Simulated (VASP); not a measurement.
# MgS in VASP: settings compared

MgS is run at these levels: PBE, HSE06; tasks: single point.

Program: VASP 6.6.1. These are calculated values, not measurements. Logs are shortened: lines on timing, memory, paths and dates and some standing lists are left out, and cuts for length are marked.

**1. The cell of the first run**

It takes space group Fm-3m (No. 225, cubic). Conventional cell: a = 5.463 Å, b = 5.463 Å, c = 5.463 Å, α = 90.00°, β = 90.00°, γ = 90.00°. Within 3.6 Å of Mg (site symmetry m-3m) lie 6 S at 2.73 Å. S (site symmetry m-3m) has 6 Mg at 2.73 Å within 3.6 Å.

**2. Single point, PBE (strain +5.0%)**

Input file INCAR:

```
SYSTEM = MgS
ALGO = Normal ; EDIFF = 1E-6
ENCUT = 520 ; GGA = PE
ISIF = 2 ; ISMEAR = 0
LASPH = .True. ; LCHARG = .False.
LREAL = .False. ; LWAVE = .False.
NBANDS = 11 ; NELM = 80
PREC = Accurate ; SIGMA = 0.01
```

Input file KPOINTS:

```
k-points
0
Gamma
  6 6 6
  0 0 0
```

Input file POSCAR:

```
MgS
1.0
    0.0000000000      2.7315938339      2.7315938339
    2.7315938339      0.0000000000      2.7315938339
    2.7315938339      2.7315938339      0.0000000000
Mg S
1 1
Direct
    0.0000000000      0.0000000000      0.0000000000
    0.5000000000      0.5000000000      0.5000000000
```

Potentials or basis: VASP PAW PBE potentials, release 64 (Mg, S).

On the command line:

```sh
$ cat potpaw_PBE.64/Mg/POTCAR potpaw_PBE.64/S/POTCAR > POTCAR
$ mpirun -np 1 vasp_std > vasp.out
```

OUTCAR:

```text
SYSTEM = MgS
   EDIFF = 1E-6
   ENCUT = 520
   GGA = PE
   ISIF = 2
   ISMEAR = 0
   LASPH = .True.
   LREAL = .False.
   NELM = 80
   PREC = Accurate

 ion  position               nearest neighbor table
   1  0.000  0.000  0.000-   2 2.73   2 2.73   2 2.73   2 2.73   2 2.73   2 2.73
   2  0.500  0.500  0.500-   1 2.73   1 2.73   1 2.73   1 2.73   1 2.73   1 2.73

  LATTYP: Found a face centered cubic cell.
 ALAT       =     5.4631876678

  Lattice vectors:

 A1 = (   0.0000000000,   2.7315938339,   2.7315938339)
 A2 = (   2.7315938339,   0.0000000000,   2.7315938339)
 A3 = (   2.7315938339,   2.7315938339,   0.0000000000)

Analysis of symmetry for initial positions (statically):
=====================================================================
 Subroutine PRICEL returns:
 Original cell was already a primitive cell.

 Routine SETGRP: Setting up the symmetry group for a
 face centered cubic supercell.

 Subroutine GETGRP returns: Found 48 space group operations
 (whereof 48 operations were pure point group operations)
 out of a pool of 48 trial point group operations.

The static configuration has the point symmetry O_h .

Analysis of symmetry for dynamics (positions and initial velocities):
=====================================================================
 Subroutine PRICEL returns:
 Original cell was already a primitive cell.

 Routine SETGRP: Setting up the symmetry group for a
 face centered cubic supercell.

 Subroutine GETGRP returns: Found 48 space group operations
 (whereof 48 operations were pure point group operations)
 out of a pool of 48 trial point group operations.

The dynamic configuration has the point symmetry O_h .

 Subroutine INISYM returns: Found 48 space group operations
 (whereof 48 operations are pure point group operations),
 and found     1 'primitive' translations

----------------------------------------------------------------------------------------

                                     Primitive cell

  volume of cell :      40.7641

  direct lattice vectors                    reciprocal lattice vectors
     0.000000000  2.731593834  2.731593834    -0.183043318  0.183043318  0.183043318
     2.731593834  0.000000000  2.731593834     0.183043318 -0.183043318  0.183043318
     2.731593834  2.731593834  0.000000000     0.183043318  0.183043318 -0.183043318

  length of vectors
     3.863057047  3.863057047  3.863057047     0.317040328  0.317040328  0.317040328

  position of ions in fractional coordinates (direct lattice)
     0.000000000  0.000000000  0.000000000
     0.500000000  0.500000000  0.500000000

  ion indices of the primitive-cell ions
   primitive index   ion index
                 1           1
                 2           2

----------------------------------------------------------------------------------------

 KPOINTS: k-points

Automatic generation of k-mesh.
 Grid dimensions read from file:
 generate k-points for:    6    6    6

 Generating k-lattice:

  Cartesian coordinates                     Fractional coordinates (reciprocal lattice)
    -0.030507220  0.030507220  0.030507220     0.166666667  0.000000000  0.000000000
     0.030507220 -0.030507220  0.030507220     0.000000000  0.166666667  0.000000000
     0.030507220  0.030507220 -0.030507220     0.000000000  0.000000000  0.166666667

  Length of vectors
     0.052840055  0.052840055  0.052840055

  Shift w.r.t. Gamma in fractional coordinates (k-lattice)
     0.000000000  0.000000000  0.000000000

 Subroutine IBZKPT returns following result:
 ===========================================

 Found     16 irreducible k-points:

 Following reciprocal coordinates:
            Coordinates               Weight
  0.000000  0.000000  0.000000      1.000000
  0.166667  0.000000  0.000000      8.000000
  0.333333  0.000000  0.000000      8.000000
  0.500000  0.000000  0.000000      4.000000
  0.166667  0.166667  0.000000      6.000000
  0.333333  0.166667  0.000000     24.000000
[... 8 lines left out ...]
 -0.333333  0.333333  0.166667     24.000000
 -0.333333  0.500000  0.166667     12.000000
   k-points           NKPTS =     16   k-points in BZ     NKDIM =     16   number of bands    NBANDS=     11
   number of dos      NEDOS =    301   number of ions     NIONS =      2
   total plane-waves  NPLWV =  27000
   dimension x,y,z NGX =    30 NGY =   30 NGZ =   30
   dimension x,y,z NGXF=    60 NGYF=   60 NGZF=   60
   ions per type =               1   1
   NGX,Y,Z   is equivalent  to a cutoff of  12.91, 12.91, 12.91 a.u.
   NGXF,Y,Z  is equivalent  to a cutoff of  25.82, 25.82, 25.82 a.u.
 SYSTEM =  MgS
   PREC   = accura    normal or accurate (medium, high low for compatibility)
   ISTART =      0    job   : 0-new  1-cont  2-samecut
   ICHARG =      2    charge: 1-file 2-atom 10-const
   ISPIN  =      1    spin polarized calculation?
   LNONCOLLINEAR =      F non collinear calculations
   LSORBIT =      F    spin-orbit coupling
   LASPH  =      T    aspherical Exc in radial PAW
   ENCUT  =  520.0 eV  38.22 Ry    6.18 a.u.   7.18  7.18  7.18*2*pi/ulx,y,z
   NELM   =     80;   NELMIN=  2; NELMDL= -5     # of ELM steps
   EDIFF  = 0.1E-05   stopping-criterion for ELM
   LREAL  =      F    real-space projection
   EDIFFG = 0.1E-04   stopping-criterion for IOM
   NSW    =      0    number of steps for IOM
   IBRION =     -1    ionic relax: 0-MD 1-quasi-New 2-CG
   NFREE  =      0    steps in history (QN), initial steepest desc. (CG)
   ISIF   =      2    stress and relaxation
   ISYM   =      2    0-nonsym 1-usesym 2-fastsym
   POTIM  = 0.5000    time-step for ionic-motion
   TEBEG  =    0.0;   TEEND  =   0.0 temperature during run
   PSTRESS=    0.0 pullay stress
   NELECT =       8.0000    total number of electrons
   NUPDOWN=      -1.0000    fix difference up-down
   EMIN   =  10.00;   EMAX   =-10.00  energy-range for DOS
   EFERMI =   0.00;   METHOD = LEGACY
   ISMEAR =     0;   SIGMA  =   0.01  broadening in eV -4-tet -1-fermi 0-gaus
   EFERMI_NEDOS =   21; number of points for ismear=-14 and -15
   IALGO  =     38    algorithm
   IMIX   =      4    mixing-type and parameters
     AMIX     =   0.40;   BMIX     =  1.00
     AMIX_MAG =   1.60;   BMIX_MAG =  1.00
  volume/ion in A,a.u.               =      20.38       137.55
  Fermi-wavevector in a.u.,A,eV,Ry     =   0.951361  1.797812 12.314468  0.905088
  Thomas-Fermi vector in A             =   2.079824
   LORBIT       =      0    0 simple, 1 ext, 2 COOP (PROOUT), +10 PAW based schemes
   GGA     = PE    functional components
   LHFCALC =     F    Hartree Fock is set to
   AEXX    =    0.0000 exact exchange contribution
   IVDW    =     0    specifies the selected vdW correction
   LEPSILON=     F    determine dielectric tensor
   LRPA    =     F    only Hartree local field effects (RPA)
 non-spin polarized calculation
 Gauss-broadening in eV      SIGMA  =   0.01
  energy-cutoff  :      520.00
  volume of cell :       40.76
 maximum number of plane-waves:      1113
 NGX is ok and might be reduce to    30
   NGX = 15   NGY = 15   NGZ = 15

 number of electron       7.9999999 magnetization

 Free energy of the ion-electron system (eV)
  ---------------------------------------------------
  ext. energy  EPLUGINS =         0.00000000
  ---------------------------------------------------
  free energy    TOTEN  =        -8.36427687 eV

  energy without entropy =       -8.36427687  energy(sigma->0) =       -8.36427687

 E-fermi :   2.5965     XC(G=0):  -9.0998

 val. band max:        2.5252121158   @ k =   0.0000   0.0000   0.0000
 cond. band min:       4.9668516045   @ k =   0.5000   0.5000   0.0000
 fundamental gap:      2.4416394888
 Fermi energy:         2.5965268738

 k-point     1 :       0.0000    0.0000    0.0000
  band No.  band energies     occupation
      1      -9.3949      2.00000
      2       2.5252      2.00000
      3       2.5252      2.00000
      4       2.5252      2.00000
      5       5.1839      0.00000
      6      10.5239      0.00000
      7      10.5239      0.00000
      8      10.5239      0.00000
      9      12.6802      0.00000
     10      12.6802      0.00000
     11      14.4951      0.00000

 k-point     2 :       0.1667    0.0000    0.0000
  band No.  band energies     occupation
      1      -9.1905      2.00000
      2       1.0531      2.00000
      3       2.4010      2.00000
      4       2.4010      2.00000
      5       6.3987      0.00000
      6       9.9821      0.00000
      7      10.6271      0.00000
      8      10.6271      0.00000
      9      11.8978      0.00000
     10      11.8978      0.00000
     11      13.8796      0.00000

 k-point     3 :       0.3333    0.0000    0.0000
  band No.  band energies     occupation
      1      -8.7145      2.00000
      2      -0.7999      2.00000
      3       2.1813      2.00000
      4       2.1813      2.00000
      5       6.9412      0.00000
      6       9.6472      0.00000
      7       9.6472      0.00000
      8      10.6169      0.00000
      9      13.3080      0.00000
     10      13.6465      0.00000
     11      13.6465      0.00000

 k-point     4 :       0.5000    0.0000    0.0000
  band No.  band energies     occupation
      1      -8.4277      2.00000
      2      -1.5914      2.00000
      3       2.0830      2.00000
      4       2.0830      2.00000
      5       6.8443      0.00000
      6       9.2245      0.00000
      7       9.2245      0.00000
      8      11.0734      0.00000
      9      13.9166      0.00000
     10      16.3416      0.00000
     11      16.3416      0.00000

 k-point     5 :       0.1667    0.1667    0.0000
  band No.  band energies     occupation
      1      -9.1245      2.00000
      2       1.1098      2.00000
      3       2.1043      2.00000
      4       2.1043      2.00000
      5       6.8123      0.00000
      6       9.2195      0.00000
      7      10.0095      0.00000
      8      11.3632      0.00000
      9      11.3632      0.00000
     10      13.0953      0.00000
     11      15.4566      0.00000
[... 99 lines left out ...]
 k-point    13 :       0.5000    0.5000    0.0000
  band No.  band energies     occupation
      1      -8.1585      2.00000
      2      -0.9608      2.00000
      3       1.1431      2.00000
      4       1.1431      2.00000
      5       4.9669      0.00000
      6       7.2971      0.00000
      7      13.1509      0.00000
      8      14.4451      0.00000
      9      14.4451      0.00000
     10      14.9104      0.00000
     11      17.7284      0.00000

 k-point    14 :       0.5000    0.3333    0.1667
  band No.  band energies     occupation
      1      -8.3996      2.00000
      2      -0.6345      2.00000
      3       0.7519      2.00000
      4       1.5407      2.00000
      5       7.2733      0.00000
      6       9.1370      0.00000
      7       9.3240      0.00000
      8      11.5025      0.00000
      9      13.4114      0.00000
     10      16.3835      0.00000
     11      16.8194      0.00000

 k-point    15 :      -0.3333    0.3333    0.1667
  band No.  band energies     occupation
      1      -8.2091      2.00000
      2      -0.7755      2.00000
      3       0.3052      2.00000
      4       1.2373      2.00000
      5       7.3605      0.00000
      6       8.8915      0.00000
      7      10.7223      0.00000
      8      10.9011      0.00000
      9      13.9923      0.00000
     10      15.1343      0.00000
     11      17.3639      0.00000

 k-point    16 :      -0.3333    0.5000    0.1667
  band No.  band energies     occupation
      1      -8.1368      2.00000
      2      -0.5753      2.00000
      3       0.4204      2.00000
      4       0.6641      2.00000
      5       6.4436      0.00000
      6       8.7993      0.00000
      7      10.9821      0.00000
      8      11.6531      0.00000
      9      14.9025      0.00000
     10      16.3688      0.00000
     11      16.8474      0.00000

------------------------ aborting loop because EDIFF is reached ----------------------------------------

  FORCE on cell =-STRESS in cart. coord.  units (eV):
  Direction    XX          YY          ZZ          XY          YZ          ZX
  --------------------------------------------------------------------------------------
  -------------------------------------------------------------------------------------
  Total       -1.9433460     -1.9433460     -1.9433460      0.0000000      0.0000000      0.0000000
  in kB      -76.3804730    -76.3804730    -76.3804730      0.0000000      0.0000000      0.0000000
  external PRESSURE =     -76.3804730 kB  Pullay stress =       0.0000000 kB

 VOLUME and BASIS-vectors are now :
 -----------------------------------------------------------------------------
  energy-cutoff  :      520.00
  volume of cell :       40.76
      direct lattice vectors                 reciprocal lattice vectors
     0.000000000  2.731593834  2.731593834    -0.183043318  0.183043318  0.183043318
     2.731593834  0.000000000  2.731593834     0.183043318 -0.183043318  0.183043318
     2.731593834  2.731593834  0.000000000     0.183043318  0.183043318 -0.183043318

 POSITION                                       TOTAL-FORCE (eV/Angst)
 -----------------------------------------------------------------------------------
      0.00000      0.00000      0.00000        -0.000000      0.000000     -0.000000
      2.73159      2.73159      2.73159         0.000000     -0.000000      0.000000
 -----------------------------------------------------------------------------------
    total drift:                               -0.000000     -0.000000      0.000000

  FREE ENERGIE OF THE ION-ELECTRON SYSTEM (eV)
  ---------------------------------------------------
  free  energy   TOTEN  =        -8.3642768694 eV

  energy  without entropy=       -8.3642768694  energy(sigma->0) =       -8.36427687
```

It took 10 s on 1 thread of Intel Xeon 6975P-C, shared host; peak memory 0.16 GiB.

Results:

- Free energy: -8.3643 eV
- Pressure: -7.6 GPa
- Band gap on the k mesh: 2.44 eV, indirect (least direct gap 2.66 eV)

Caveat: the cell differs from its parent crystal (strain +5.0%). A k mesh can miss the band edges.

**3. Single point, PBE (epitaxial 111 strain +0.5%)**

Input file INCAR:

```
PREC = Accurate
ENCUT = 520
EDIFF = 1E-6
ISMEAR = 0
SIGMA = 0.01
LREAL = F
LASPH = T
NELM = 100
ALGO = Normal
ISIF = 2
LWAVE = F
LCHARG = T
GGA = PE
LELF = T
LVHAR = T
NBANDS = 11
```

Input file KPOINTS:

```
regular mesh
0
Gamma
  6 6 6
```

Input file POSCAR:

```
MgS
1.0
   -0.0130075897      2.6015179370      2.6015179370
    2.6015179370     -0.0130075897      2.6015179370
    2.6015179370      2.6015179370     -0.0130075897
Mg S
1 1
Direct
    0.0000000000      0.0000000000      0.0000000000
    0.5000000000      0.5000000000      0.5000000000
```

Potentials or basis: VASP PAW PBE potentials, release 64 (Mg, S).

On the command line:

```sh
$ cat potpaw_PBE.64/Mg/POTCAR potpaw_PBE.64/S/POTCAR > POTCAR
$ mpirun -np 1 vasp_std > vasp.out
```

Run time: 13 s. Hardware: 1 thread of Intel Xeon 6975P-C, shared host; peak memory 0.16 GiB.

Results (log left out):

```yaml
Free_energy: -8.4998 eV
Pressure: 0.3 GPa
Band_gap_on_the_k_mesh: 2.71 eV, indirect (least direct gap 3.61 eV)
```

Stress tensor (GPa, compression positive):
```
0.32 0.27 0.27
0.27 0.32 0.27
0.27 0.27 0.32
```

Levels at points of the mesh, in eV from the valence-band top:
```
           k point  band 1  band 2  band 3  band 4  band 5  band 6  band 7  band 8
(0.00, 0.00, 0.00)  -12.67   -0.07   -0.07    0.00    3.61    7.87    7.87    8.00
(0.50, 0.00, 0.00)  -11.39   -4.84   -0.63   -0.60    4.51    6.84    6.90    9.99
(0.50, 0.50, 0.00)  -11.02   -4.20   -1.74   -1.68    2.71    4.37   11.88   12.75
(0.50, 0.50, 0.50)  -11.36   -4.81   -0.66   -0.66    4.44    6.79    6.79    9.97
```

Caveat: the cell differs from its parent crystal (epitaxial 111 strain +0.5%). A k mesh can miss the band edges.

[end of part 1 of 2]
